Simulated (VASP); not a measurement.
# MgS (R3m) in VASP: G0W0 quasiparticle levels with PBE

Aim: the G0W0 quasiparticle levels of MgS with PBE.

Program: VASP 6.6.1. These are calculated values, not measurements. Logs are shortened: lines on timing, memory, paths and dates and some standing lists are left out, and cuts for length are marked.

### 1 The cell of the first run

Symmetry: R3m, No. 160, trigonal system. The conventional cell has a = 3.923 Å, b = 3.923 Å, c = 9.958 Å, α = 90.00°, β = 90.00°, γ = 120.00°. Mg (site symmetry 3m) has 4 S at 2.43 to 2.45 Å within 3.2 Å. Within 3.2 Å of S (site symmetry 3m) lie 4 Mg at 2.43 to 2.45 Å.

### 2 G0W0 quasiparticle levels, PBE

POSCAR reads:

```
MgS
1.0
    0.0668512600      2.8411105644      2.8411105644
    2.8411105644      0.0668512600      2.8411105644
    2.8411105644      2.8411105644      0.0668512600
Mg S
1 1
Direct
    0.0022259132      0.0022259132      0.0022259132
    0.2477740868      0.2477740868      0.2477740868
```

INCAR.step1 reads:

```
PREC = Accurate
ENCUT = 500
EDIFF = 1E-8
ISMEAR = 0
SIGMA = 0.01
LREAL = F
LASPH = T
NELM = 100
ALGO = Normal
LWAVE = T
LCHARG = F
GGA = PE
```

INCAR.step2 reads:

```
PREC = Accurate
ENCUT = 500
EDIFF = 1E-8
ISMEAR = 0
SIGMA = 0.01
LREAL = F
LASPH = T
NELM = 1
ALGO = Exact
LWAVE = T
LCHARG = F
GGA = PE
NBANDS = 188
LOPTICS = T
ISTART = 1
```

INCAR.step3 reads:

```
PREC = Accurate
ENCUT = 500
EDIFF = 1E-8
ISMEAR = 0
SIGMA = 0.01
LREAL = F
LASPH = T
ALGO = EVGW0
LWAVE = F
LCHARG = F
GGA = PE
NELMGW = 1
NBANDS = 188
ENCUTGW = 150.0
NOMEGA = 96
PRECFOCK = Fast
ISTART = 1
NBANDSGW = 12
OMEGAMAX = 20
```

KPOINTS reads:

```
Automatic mesh
0
Gamma
  4 4 4
```

Potentials or basis: VASP PAW PBE potentials, release 64 (Mg_GW, S_GW).

Launch:

```bash
$ cat potpaw_PBE.64/Mg_GW/POTCAR potpaw_PBE.64/S_GW/POTCAR > POTCAR
$ cp INCAR.step1 INCAR
$ mpirun -np 1 vasp_std > vasp.out
$ cp INCAR.step2 INCAR
$ mpirun -np 1 vasp_std > vasp.out
$ cp INCAR.step3 INCAR
$ mpirun -np 1 vasp_std > vasp.out
```

OUTCAR:

```text
PREC = Accurate
   ENCUT = 500
   EDIFF = 1E-8
   ISMEAR = 0
   LREAL = F
   LASPH = T
   GGA = PE
   NELMGW = 1
   ENCUTGW = 150.0
   PRECFOCK = Fast
   ISTART = 1

 ion  position               nearest neighbor table
   1  0.002  0.002  0.002-   2 2.43   2 2.43   2 2.43   2 2.45
   2  0.248  0.248  0.248-   1 2.43   1 2.43   1 2.43   1 2.45

  LATTYP: Found a trigonal (rhomboedric) cell.
 ALAT       =     4.0184931964
 COS(alpha) =     0.5233850862

  Lattice vectors:

 A1 = (   0.0668512600,   2.8411105644,   2.8411105644)
 A2 = (   2.8411105644,   0.0668512600,   2.8411105644)
 A3 = (   2.8411105644,   2.8411105644,   0.0668512600)

Analysis of symmetry for initial positions (statically):
=====================================================================
 Subroutine PRICEL returns:
 Original cell was already a primitive cell.

 Routine SETGRP: Setting up the symmetry group for a
 trigonal (rhombohedral) supercell.

 Subroutine GETGRP returns: Found  6 space group operations
 (whereof  6 operations were pure point group operations)
 out of a pool of 12 trial point group operations.

The static configuration has the point symmetry C_3v.

Analysis of symmetry for dynamics (positions and initial velocities):
=====================================================================
 Subroutine PRICEL returns:
 Original cell was already a primitive cell.

 Routine SETGRP: Setting up the symmetry group for a
 trigonal (rhombohedral) supercell.

 Subroutine GETGRP returns: Found  6 space group operations
 (whereof  6 operations were pure point group operations)
 out of a pool of 12 trial point group operations.

The dynamic configuration has the point symmetry C_3v.

 Subroutine INISYM returns: Found  6 space group operations
 (whereof  6 operations are pure point group operations),
 and found     1 'primitive' translations

----------------------------------------------------------------------------------------

                                     Primitive cell

  volume of cell :      44.2478

  direct lattice vectors                    reciprocal lattice vectors
     0.066851260  2.841110564  2.841110564    -0.182324014  0.178132559  0.178132559
     2.841110564  0.066851260  2.841110564     0.178132559 -0.182324014  0.178132559
     2.841110564  2.841110564  0.066851260     0.178132559  0.178132559 -0.182324014

  length of vectors
     4.018493196  4.018493196  4.018493196     0.310973412  0.310973412  0.310973412

  position of ions in fractional coordinates (direct lattice)
     0.002225913  0.002225913  0.002225913
     0.247774087  0.247774087  0.247774087

  ion indices of the primitive-cell ions
   primitive index   ion index
                 1           1
                 2           2

----------------------------------------------------------------------------------------

 KPOINTS: Automatic mesh

Automatic generation of k-mesh.
 Grid dimensions read from file:
 generate k-points for:    4    4    4

 Generating k-lattice:

  Cartesian coordinates                     Fractional coordinates (reciprocal lattice)
    -0.045581003  0.044533140  0.044533140     0.250000000  0.000000000 -0.000000000
     0.044533140 -0.045581003  0.044533140     0.000000000  0.250000000 -0.000000000
     0.044533140  0.044533140 -0.045581003     0.000000000  0.000000000  0.250000000

  Length of vectors
     0.077743353  0.077743353  0.077743353

  Shift w.r.t. Gamma in fractional coordinates (k-lattice)
     0.000000000  0.000000000  0.000000000

 Subroutine IBZKPT returns following result:
 ===========================================

 Found     13 irreducible k-points:

 Following reciprocal coordinates:
            Coordinates               Weight
  0.000000  0.000000  0.000000      1.000000
  0.250000 -0.000000 -0.000000      6.000000
  0.500000 -0.000000 -0.000000      3.000000
  0.250000  0.250000 -0.000000      6.000000
  0.500000  0.250000 -0.000000     12.000000
 -0.250000  0.250000  0.000000      6.000000
  0.500000  0.500000 -0.000000      3.000000
  0.250000  0.250000  0.250000      2.000000
  0.500000  0.250000  0.250000      6.000000
 -0.250000  0.250000  0.250000      6.000000
  0.500000  0.500000  0.250000      6.000000
 -0.250000  0.500000  0.250000      6.000000
  0.500000  0.500000  0.500000      1.000000
   k-points           NKPTS =     13   k-points in BZ     NKDIM =     64   number of bands    NBANDS=    188
   number of dos      NEDOS =    301   number of ions     NIONS =      2
   total plane-waves  NPLWV =  27000
   dimension x,y,z NGX =    30 NGY =   30 NGZ =   30
   dimension x,y,z NGXF=    60 NGYF=   60 NGZF=   60
   ions per type =               1   1
   NGX,Y,Z   is equivalent  to a cutoff of  12.41, 12.41, 12.41 a.u.
   NGXF,Y,Z  is equivalent  to a cutoff of  24.82, 24.82, 24.82 a.u.
 SYSTEM =  unknown system
   PREC   = accura    normal or accurate (medium, high low for compatibility)
   ISTART =      1    job   : 0-new  1-cont  2-samecut
   ICHARG =      0    charge: 1-file 2-atom 10-const
   ISPIN  =      1    spin polarized calculation?
   LNONCOLLINEAR =      F non collinear calculations
   LSORBIT =      F    spin-orbit coupling
   LASPH  =      T    aspherical Exc in radial PAW
   ENCUT  =  500.0 eV  36.75 Ry    6.06 a.u.   7.33  7.33  7.33*2*pi/ulx,y,z
   NELM   =     60;   NELMIN=  2; NELMDL=  0     # of ELM steps
   EDIFF  = 0.1E-07   stopping-criterion for ELM
   LREAL  =      F    real-space projection
   EDIFFG = 0.1E-06   stopping-criterion for IOM
   NSW    =      0    number of steps for IOM
   IBRION =     -1    ionic relax: 0-MD 1-quasi-New 2-CG
   NFREE  =      0    steps in history (QN), initial steepest desc. (CG)
   ISIF   =      0    stress and relaxation
   ISYM   =      3    0-nonsym 1-usesym 2-fastsym
   POTIM  = 0.5000    time-step for ionic-motion
   TEBEG  =    0.0;   TEEND  =   0.0 temperature during run
   PSTRESS=    0.0 pullay stress
   NELECT =       8.0000    total number of electrons
   NUPDOWN=      -1.0000    fix difference up-down
   EMIN   =  10.00;   EMAX   =-10.00  energy-range for DOS
   EFERMI =   0.00;   METHOD = LEGACY
   ISMEAR =     0;   SIGMA  =   0.01  broadening in eV -4-tet -1-fermi 0-gaus
   EFERMI_NEDOS =   21; number of points for ismear=-14 and -15
   IALGO  =     38    algorithm
   IMIX   =      4    mixing-type and parameters
     AMIX     =   0.40;   BMIX     =  1.00
     AMIX_MAG =   1.60;   BMIX_MAG =  1.00
  volume/ion in A,a.u.               =      22.12       149.30
  Fermi-wavevector in a.u.,A,eV,Ry     =   0.925708  1.749335 11.659322  0.856936
  Thomas-Fermi vector in A             =   2.051592
   LORBIT       =      0    0 simple, 1 ext, 2 COOP (PROOUT), +10 PAW based schemes
   GGA     = PE    functional components
   LHFCALC =     T    Hartree Fock is set to
   PRECFOCK=fast      Normal, Fast or Accurate (Low or Medium for compatibility)
   ENCUT4O =  -1.0   cutoff for four orbital integrals eV
   NKREDX  =     1    reduce k-point grid by
   NKREDY  =     1    reduce k-point grid by
   NKREDZ  =     1    reduce k-point grid by
   AEXX    =    1.0000 exact exchange contribution
   HFSCREEN=    0.0000 screening length (either q_TF or 0.3 A-1)
   HFSCREENC=   0.0000 screening length for correlation (either q_TF or 0.3 A-1)
   ENCUTFOCK=  -1.0 apply spherical cutoff to Coloumb kernel
   IVDW    =     0    specifies the selected vdW correction
   LEPSILON=     F    determine dielectric tensor
   LRPA    =     F    only Hartree local field effects (RPA)
   LRPAFORCE           =     F    calculate RPA forces
   ENCUTGW             = 150.0    cutoff for response function in eV
   ENCUTGWSOFT         = 120.0    soft cutoff for Coulomb kernel in GW response function in eV
   ENCUTLF             =  -1.0    cutoff for local field effects
   NELMGW              =     1    number of iterations in solving QP/BSE equation
   NELMHF              =     1    number of iterations in the inner HF iteration
   NKREDLFX            =     1    NKREDLFY  =   1   NKREDLFZ  =   1
 non-spin polarized calculation
 Gauss-broadening in eV      SIGMA  =   0.01
  energy-cutoff  :      500.00
  volume of cell :       44.25
 maximum number of plane-waves:      1134
 NGX is ok and might be reduce to    30
  NGX = 16; NGY = 16; NGZ = 16
   NGX = 15   NGY = 15   NGZ = 15
 maximum number of plane-waves:       190

 QP shifts <psi_nk| G(iteration)W_0 |psi_nk>: iteration 1
 for sc-GW calculations column KS-energies equals QP-energies in previous step
 and V_xc(KS)=  KS-energies - (<T + V_ion + V_H > + <T+V_H+V_ion>^1  + <V_x>^1)

 k-point   1 :       0.0000    0.0000    0.0000
  band No.  KS-energies  QP-energies   sigma(KS)   V_xc(KS)     V^pw_x(r,r')   Z            occupation Imag(sigma)

      1     -10.1051     -11.0218     -14.1038     -12.8363     -20.9244       0.7232       2.0000       1.3625
      2       1.1009      -0.1316     -14.4975     -12.8866     -16.1718       0.7652       2.0000       0.0325
      3       1.3273       0.1013     -14.6059     -13.0045     -16.2700       0.7656       2.0000       0.0305
      4       1.3273       0.1013     -14.6059     -13.0045     -16.2700       0.7656       2.0000       0.0305
      5       4.8040       5.2470      -7.8244      -8.3752      -4.3487       0.8043       0.0000      -0.0559
      6       8.9372       9.7107      -7.8538      -8.8355      -3.8942       0.7880       0.0000      -0.0713
      7       9.3868      10.1865      -7.9209      -8.9397      -3.8861       0.7850       0.0000      -0.0747
      8       9.3868      10.1865      -7.9209      -8.9397      -3.8861       0.7850       0.0000      -0.0747
      9      12.0669      12.9229      -8.4830      -9.5927      -3.9860       0.7714       0.0000      -0.1232
     10      12.0669      12.9229      -8.4830      -9.5927      -3.9860       0.7714       0.0000      -0.1232
     11      15.1194      15.3522      -6.4680      -6.7751      -1.4940       0.7581       0.0000      -0.3514
     12      15.3265      15.5289      -6.6853      -6.9541      -1.5839       0.7529       0.0000      -0.4086

 k-point   2 :       0.2500   -0.0000   -0.0000
  band No.  KS-energies  QP-energies   sigma(KS)   V_xc(KS)     V^pw_x(r,r')   Z            occupation Imag(sigma)
[... 177 lines left out ...]
      1      -9.4407     -10.1952     -14.5980     -13.4553     -21.2780       0.6603       2.0000       1.0991
      2      -2.0401      -3.4626     -12.3055     -10.3600     -14.8183       0.7311       2.0000       0.0776
      3       1.0367      -0.2168     -14.4293     -12.7804     -16.1696       0.7602       2.0000       0.0334
      4       1.0367      -0.2168     -14.4293     -12.7804     -16.1696       0.7602       2.0000       0.0334
      5       6.6031       7.2198      -7.6779      -8.4466      -4.0513       0.8024       0.0000      -0.0595
      6       9.0903       9.7880      -7.6084      -8.4926      -3.6517       0.7891       0.0000      -0.0736
      7       9.0903       9.7880      -7.6084      -8.4926      -3.6517       0.7891       0.0000      -0.0736
      8       9.9140      10.3331      -8.3782      -8.9366      -3.8985       0.7505       0.0000      -0.1101
      9      14.2062      15.1023      -9.3417     -10.5485      -4.2846       0.7426       0.0000      -0.2292
     10      14.2062      15.1023      -9.3417     -10.5485      -4.2846       0.7426       0.0000      -0.2292
     11      14.3200      14.5972      -7.1382      -7.5091      -2.1141       0.7473       0.0000      -0.2923
     12      15.9878      16.5708      -7.2944      -8.0610      -2.0584       0.7606       0.0000      -0.3919
```

It took 3.3 min on 1 thread of AMD EPYC 9R45 (Zen 5), shared host; peak memory 0.49 GiB.

What came out:

```yaml
Quasiparticle_gap: 5.15 eV
Least_direct_quasiparticle_gap: 5.15 eV
Band_gap_of_the_starting_levels_on_the_mesh: 3.48 eV
Least_direct_gap_of_the_starting_levels_on_the_mesh: 3.48 eV
```

Caveat: the k points lie up to 0.49 Å⁻¹ apart; bands, screening cutoff and mesh are small and nothing is extrapolated, so the quasiparticle values aren't converged; the structure was generated, so it needn't be the stable form of MgS.
